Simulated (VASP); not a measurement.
# Rh (I4/mmm) in VASP: notebook

Rh is run at these levels: LDA; tasks: single point.

All numbers are computed with VASP 6.6.1; they aren't measurements. Logs are shortened: lines on timing, memory, paths and dates and some standing lists are left out, and cuts for length are marked.

## Step 1: The cell of the first run

Symmetry: I4/mmm, No. 139, tetragonal system. The conventional cell has a = 2.531 Å, b = 2.531 Å, c = 4.295 Å, α = 90.00°, β = 90.00°, γ = 90.00°. Within 3.3 Å of Rh (site symmetry 4/mmm) lie 12 Rh at 2.53 to 2.80 Å.

## Step 2: Single point, LDA

INCAR

```
SYSTEM = Rh
  PREC = Accurate
  ENCUT = 520
  EDIFF = 1E-7
  ISMEAR = 0
  SIGMA = 0.15
  LREAL = .False.
  LASPH = .True.
  NELM = 80
  ALGO = Fast
  ISIF = 2
  LWAVE = .False.
  LCHARG = .True.
  LELF = .True.
  LVHAR = .True.
  NBANDS = 14
```

KPOINTS

```
regular mesh
0
Gamma
  24 24 24
  0 0 0
```

POSCAR

```
Rh
1.0
    0.0000000000      1.7894270607      2.1473124729
    1.7894270607      0.0000000000      2.1473124729
    1.7894270607      1.7894270607      0.0000000000
Rh
1
Direct
    0.0000000000      0.0000000000      0.0000000000
```

Potentials or basis: VASP PAW LDA potentials, release 64 (Rh_pv).

Run with:

```bash
cat potpaw_LDA.64/Rh_pv/POTCAR > POTCAR
mpirun -np 1 vasp_std > vasp.out
```

OUTCAR:

```text
SYSTEM = Rh
   PREC = Accurate
   ENCUT = 520
   EDIFF = 1E-7
   ISMEAR = 0
   LREAL = .False.
   LASPH = .True.
   NELM = 80
   ISIF = 2

 ion  position               nearest neighbor table
   1  0.000  0.000  0.000-

  LATTYP: Found a body centered tetragonal cell.
 ALAT       =     2.5306320181
 C/A-ratio  =     1.6970562749

  Lattice vectors:

 A1 = (  -1.7894270607,   0.0000000000,   2.1473124729)
 A2 = (   1.7894270607,   0.0000000000,   2.1473124729)
 A3 = (   0.0000000000,   1.7894270607,  -2.1473124729)

Analysis of symmetry for initial positions (statically):
=====================================================================
 Subroutine PRICEL returns:
 Original cell was already a primitive cell.

 Routine SETGRP: Setting up the symmetry group for a
 body centered tetragonal supercell.

 Subroutine GETGRP returns: Found 16 space group operations
 (whereof 16 operations were pure point group operations)
 out of a pool of 16 trial point group operations.

The static configuration has the point symmetry D_4h.

Analysis of symmetry for dynamics (positions and initial velocities):
=====================================================================
 Subroutine PRICEL returns:
 Original cell was already a primitive cell.

 Routine SETGRP: Setting up the symmetry group for a
 body centered tetragonal supercell.

 Subroutine GETGRP returns: Found 16 space group operations
 (whereof 16 operations were pure point group operations)
 out of a pool of 16 trial point group operations.

The dynamic configuration has the point symmetry D_4h.

 Subroutine INISYM returns: Found 16 space group operations
 (whereof 16 operations are pure point group operations),
 and found     1 'primitive' translations

----------------------------------------------------------------------------------------

                                     Primitive cell

  volume of cell :      13.7516

  direct lattice vectors                    reciprocal lattice vectors
     0.000000000  1.789427061  2.147312473    -0.279419045  0.279419045  0.232849204
     1.789427061  0.000000000  2.147312473     0.279419045 -0.279419045  0.232849204
     1.789427061  1.789427061  0.000000000     0.279419045  0.279419045 -0.232849204

  length of vectors
     2.795174424  2.795174424  2.530632018     0.458659740  0.458659740  0.458659740

  position of ions in fractional coordinates (direct lattice)
     0.000000000  0.000000000  0.000000000

  ion indices of the primitive-cell ions
   primitive index   ion index
                 1           1

----------------------------------------------------------------------------------------

 KPOINTS: regular mesh

Automatic generation of k-mesh.
 Grid dimensions read from file:
 generate k-points for:   24   24   24

 Generating k-lattice:

  Cartesian coordinates                     Fractional coordinates (reciprocal lattice)
    -0.011642460  0.011642460  0.009702050     0.041666667 -0.000000000  0.000000000
     0.011642460 -0.011642460  0.009702050    -0.000000000  0.041666667  0.000000000
     0.011642460  0.011642460 -0.009702050     0.000000000  0.000000000  0.041666667

  Length of vectors
     0.019110822  0.019110822  0.019110822

  Shift w.r.t. Gamma in fractional coordinates (k-lattice)
     0.000000000  0.000000000  0.000000000

 Subroutine IBZKPT returns following result:
 ===========================================

 Found   1063 irreducible k-points:

 Following reciprocal coordinates:
            Coordinates               Weight
  0.000000  0.000000  0.000000      1.000000
  0.041667  0.000000  0.000000      8.000000
  0.083333  0.000000  0.000000      8.000000
  0.125000  0.000000  0.000000      8.000000
  0.166667  0.000000  0.000000      8.000000
  0.208333  0.000000  0.000000      8.000000
[... 16 lines left out ...]
  0.416667  0.041667  0.000000      8.000000
  0.458333  0.041667  0.000000      8.000000
 [... further k-points ...]
   k-points           NKPTS =   1063   k-points in BZ     NKDIM =   1063   number of bands    NBANDS=     14
   number of dos      NEDOS =    301   number of ions     NIONS =      1
   total plane-waves  NPLWV =  11520
   dimension x,y,z NGX =    24 NGY =   24 NGZ =   20
   dimension x,y,z NGXF=    48 NGYF=   48 NGZF=   40
   ions per type =               1
   NGX,Y,Z   is equivalent  to a cutoff of  14.27, 14.27, 13.14 a.u.
   NGXF,Y,Z  is equivalent  to a cutoff of  28.55, 28.55, 26.28 a.u.
 SYSTEM =  Rh
   PREC   = accura    normal or accurate (medium, high low for compatibility)
   ISTART =      0    job   : 0-new  1-cont  2-samecut
   ICHARG =      2    charge: 1-file 2-atom 10-const
   ISPIN  =      1    spin polarized calculation?
   LNONCOLLINEAR =      F non collinear calculations
   LSORBIT =      F    spin-orbit coupling
   LASPH  =      T    aspherical Exc in radial PAW
   ENCUT  =  520.0 eV  38.22 Ry    6.18 a.u.   5.20  5.20  4.71*2*pi/ulx,y,z
   NELM   =     80;   NELMIN=  2; NELMDL= -5     # of ELM steps
   EDIFF  = 0.1E-06   stopping-criterion for ELM
   LREAL  =      F    real-space projection
   EDIFFG = 0.1E-05   stopping-criterion for IOM
   NSW    =      0    number of steps for IOM
   IBRION =     -1    ionic relax: 0-MD 1-quasi-New 2-CG
   NFREE  =      0    steps in history (QN), initial steepest desc. (CG)
   ISIF   =      2    stress and relaxation
   ISYM   =      2    0-nonsym 1-usesym 2-fastsym
   POTIM  = 0.5000    time-step for ionic-motion
   TEBEG  =    0.0;   TEEND  =   0.0 temperature during run
   PSTRESS=    0.0 pullay stress
   NELECT =      15.0000    total number of electrons
   NUPDOWN=      -1.0000    fix difference up-down
   EMIN   =  10.00;   EMAX   =-10.00  energy-range for DOS
   EFERMI =   0.00;   METHOD = LEGACY
   ISMEAR =     0;   SIGMA  =   0.15  broadening in eV -4-tet -1-fermi 0-gaus
   EFERMI_NEDOS =   21; number of points for ismear=-14 and -15
   IALGO  =     68    algorithm
   IMIX   =      4    mixing-type and parameters
     AMIX     =   0.40;   BMIX     =  1.00
     AMIX_MAG =   1.60;   BMIX_MAG =  1.00
  volume/ion in A,a.u.               =      13.75        92.80
  Fermi-wavevector in a.u.,A,eV,Ry     =   1.685211  3.184586 38.639656  2.839935
  Thomas-Fermi vector in A             =   2.768095
   LORBIT       =      0    0 simple, 1 ext, 2 COOP (PROOUT), +10 PAW based schemes
   GGA     = CA    functional components
   LHFCALC =     F    Hartree Fock is set to
   AEXX    =    0.0000 exact exchange contribution
   IVDW    =     0    specifies the selected vdW correction
   LEPSILON=     F    determine dielectric tensor
   LRPA    =     F    only Hartree local field effects (RPA)
 non-spin polarized calculation
 RMM-DIIS sequential band-by-band and
 Gauss-broadening in eV      SIGMA  =   0.15
  energy-cutoff  :      520.00
  volume of cell :       13.75
 maximum number of plane-waves:       387
 NGX is ok and might be reduce to    24

 number of electron      15.0000001 magnetization

 Free energy of the ion-electron system (eV)
  ---------------------------------------------------
  ext. energy  EPLUGINS =         0.00000000
  ---------------------------------------------------
  free energy    TOTEN  =        -8.44429576 eV

  energy without entropy =       -8.42514119  energy(sigma->0) =       -8.43471848

 E-fermi :  11.6923     XC(G=0): -14.3366

 val. band max:       11.6920407384   @ k =  -0.4583   0.3750   0.0417
 cond. band min:      11.6939044737   @ k =   0.3750   0.0000   0.3333
 fundamental gap:      0.0018637353
 Fermi energy:        11.6922849783

 k-point     1 :       0.0000    0.0000    0.0000
  band No.  band energies     occupation
      1     -34.4447      2.00000
      2     -34.3714      2.00000
      3     -34.3714      2.00000
      4       3.6954      2.00000
      5       7.2751      2.00000
      6       9.2949      2.00000
      7       9.5229      2.00000
      8       9.5229      2.00000
      9      11.8656      0.10217
     10      28.2125      0.00000
     11      29.9042      0.00000
     12      32.1714      0.00000
     13      34.8667      0.00000
     14      34.8667      0.00000

 k-point     2 :       0.0417    0.0000    0.0000
  band No.  band energies     occupation
      1     -34.4487      2.00000
      2     -34.3850      2.00000
      3     -34.3715      2.00000
      4       3.7671      2.00000
      5       7.3030      2.00000
      6       9.2965      2.00000
      7       9.4886      2.00000
      8       9.5482      2.00000
      9      11.8313      0.18983
     10      28.3090      0.00000
     11      29.9532      0.00000
     12      32.1712      0.00000
     13      34.4133      0.00000
     14      34.9772      0.00000

 k-point     3 :       0.0833    0.0000    0.0000
  band No.  band energies     occupation
      1     -34.4646      2.00000
      2     -34.4207      2.00000
      3     -34.3718      2.00000
      4       3.9768      2.00000
      5       7.3827      2.00000
      6       9.2334      2.00000
      7       9.4694      2.00000
      8       9.6213      2.00000
      9      11.7342      0.69259
     10      28.5728      0.00000
     11      30.0452      0.00000
     12      32.1707      0.00000
     13      33.5280      0.00000
     14      35.2993      0.00000
[... 324 lines left out ...]
 k-point    23 :       0.4167    0.0417    0.0000
  band No.  band energies     occupation
      1     -35.1226      2.00000
      2     -34.5842      2.00000
      3     -34.3836      2.00000
      4       5.7077      2.00000
      5       7.6634      2.00000
      6       9.7310      2.00000
      7      10.9547      2.00000
      8      11.8588      0.11644
      9      12.2455      0.00000
     10      22.2639      0.00000
     11      26.8965      0.00000
     12      32.1728      0.00000
     13      33.4623      0.00000
     14      34.9881      0.00000

 k-point    24 :       0.4583    0.0417    0.0000
  band No.  band energies     occupation
      1     -35.1808      2.00000
      2     -34.5925      2.00000
      3     -34.3821      2.00000
      4       5.6506      2.00000
      5       7.6327      2.00000
      6       9.6311      2.00000
      7      11.5814      1.70398
      8      11.9481      0.01587
      9      12.7745      0.00000
     10      21.2110      0.00000
     11      26.5326      0.00000
     12      32.1724      0.00000
     13      32.8005      0.00000
     14      34.7528      0.00000

 [... further k-points ...]
[... 5 lines left out ...]
  --------------------------------------------------------------------------------------
  -------------------------------------------------------------------------------------
  Total        0.7845865      0.7845865     -2.6734280      0.0000000      0.0000000      0.0000000
  in kB       91.4109378     91.4109378   -311.4768877      0.0000000      0.0000000      0.0000000
  external PRESSURE =     -42.8850040 kB  Pullay stress =       0.0000000 kB

 VOLUME and BASIS-vectors are now :
 -----------------------------------------------------------------------------
  energy-cutoff  :      520.00
  volume of cell :       13.75
      direct lattice vectors                 reciprocal lattice vectors
     0.000000000  1.789427061  2.147312473    -0.279419045  0.279419045  0.232849204
     1.789427061  0.000000000  2.147312473     0.279419045 -0.279419045  0.232849204
     1.789427061  1.789427061  0.000000000     0.279419045  0.279419045 -0.232849204

 POSITION                                       TOTAL-FORCE (eV/Angst)
 -----------------------------------------------------------------------------------
      0.00000      0.00000      0.00000         0.000000      0.000000      0.000000
 -----------------------------------------------------------------------------------
    total drift:                               -0.000000      0.000000      0.000000

  FREE ENERGIE OF THE ION-ELECTRON SYSTEM (eV)
  ---------------------------------------------------
  free  energy   TOTEN  =        -8.4442957590 eV

  energy  without entropy=       -8.4251411926  energy(sigma->0) =       -8.43471848
```

Wall time 2.7 min (1 thread of Intel Xeon Platinum 8259CL at 2.50GHz (Skylake/Cascade Lake), shared host); peak memory 0.29 GiB.

What came out:

```yaml
Free_energy: -8.4443 eV
Pressure: -4.3 GPa
```

Levels at points of the mesh, in eV from the Fermi level:
```
           k point  band 3  band 4  band 5  band 6  band 7  band 8  band 9  band 10  band 11  band 12
(0.00, 0.00, 0.00)  -46.06   -8.00   -4.42   -2.40   -2.17   -2.17    0.17    16.52    18.21    20.48
(0.50, 0.00, 0.00)  -46.07   -6.12   -4.03   -2.16    0.27    0.82    0.92     8.85    14.68    20.48
(0.50, 0.50, 0.00)  -46.20   -6.27   -6.01    0.85    0.89    0.89    0.98     9.06    15.59    15.59
(0.50, 0.00, 0.50)  -46.28   -6.40   -5.75   -0.03    0.30    2.04    4.62    11.63    13.28    14.02
```

## Step 3: Single point, LDA

This run uses another cell than the first one, of the same volume but with other edges.

INCAR

```
PREC = Accurate
ENCUT = 520
EDIFF = 1E-7
ISMEAR = 0
SIGMA = 0.15
LREAL = False
LASPH = True
NELM = 60
ALGO = Fast
ISIF = 2
LWAVE = False
LCHARG = False
GGA = CA
NBANDS = 14
```

KPOINTS

```
Automatic mesh
0
Gamma
  24 24 24
```

POSCAR

```
Rh
1.0
    0.0000000000      2.0657426451      1.6112792631
    2.0657426451      0.0000000000      1.6112792631
    2.0657426451      2.0657426451      0.0000000000
Rh
1
Direct
    0.0000000000      0.0000000000      0.0000000000
```

Potentials or basis: VASP PAW LDA potentials, release 64 (Rh_pv).

Run with:

```bash
cat potpaw_LDA.64/Rh_pv/POTCAR > POTCAR
mpirun -np 1 vasp_std > vasp.out
```

Wall time 2.8 min (1 thread of Intel Xeon Platinum 8259CL at 2.50GHz (Skylake/Cascade Lake), shared host); peak memory 0.29 GiB.

It converged, with:

```
Free energy : -8.3755 eV
Pressure    : -4.1 GPa
```

Stress tensor (GPa, compression positive):
```
-12.68   0.00   0.00
  0.00 -12.68   0.00
  0.00   0.00  13.12
```

Levels at points of the mesh, in eV from the Fermi level:
```tsv
k point	band 4	band 5	band 6	band 7	band 8	band 9	band 10	band 11
(0.00, 0.00, 0.00)	-7.90	-3.26	-3.26	-2.48	-1.19	-0.10	17.23	19.14
(0.50, 0.00, 0.00)	-6.05	-4.27	-1.25	-0.01	1.03	1.45	9.12	14.89
(0.50, 0.50, 0.00)	-6.09	-6.04	0.87	1.16	1.16	7.46	10.47	10.47
(0.50, 0.00, 0.50)	-6.11	-5.19	0.08	0.11	1.68	1.75	10.21	13.98
```
